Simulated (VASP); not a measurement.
Here is a VASP 6.6.1 calculation.

The input INCAR:

```
SYSTEM = AlNi
PREC = Accurate ; ENCUT = 520
EDIFF = 1E-7 ; ISMEAR = 0
SIGMA = 0.15 ; LREAL = .FALSE.
LASPH = .TRUE. ; NELM = 60
ALGO = Fast ; ISIF = 2
LWAVE = .FALSE. ; LCHARG = .TRUE.
GGA = PS ; LELF = .TRUE.
LVHAR = .TRUE. ; NBANDS = 14
```

KPOINTS

```
Automatic mesh
0
G
  20 20 20
  0 0 0
```

File POSCAR:

```
AlNi
1.0
    2.0516480085     -2.0516700352      0.0000000000
    2.0516480085      2.0516700352      0.0000000000
    0.0000000000      0.0000000000      2.8694088111
Al Ni
1 1
Direct
    0.0000000000      0.0000000000      0.0000000000
    0.5000000000      0.5000000000      0.5000000000
```

Potentials or basis: VASP PAW PBE potentials, release 64 (Al, Ni).

Command:

```sh
$ cat potpaw_PBE.64/Al/POTCAR potpaw_PBE.64/Ni/POTCAR > POTCAR
$ mpirun -np 1 vasp_std > vasp.out
```

Question: Predict the pressure.

Answer: -4.9 GPa.

Stress tensor (GPa, compression positive):
```
-5.17  0.00  0.00
 0.00 -5.17  0.00
 0.00  0.00 -4.33
```

Caveat: the cell differs from its parent crystal (strain +0.0150 x Voigt [1, 1, 0, 0, 0, 0]); the PAW data sets were made with another functional, which shifts forces and pressure a little. Spin polarisation is off, so any magnetic state and its effect on volume and gap are missing.
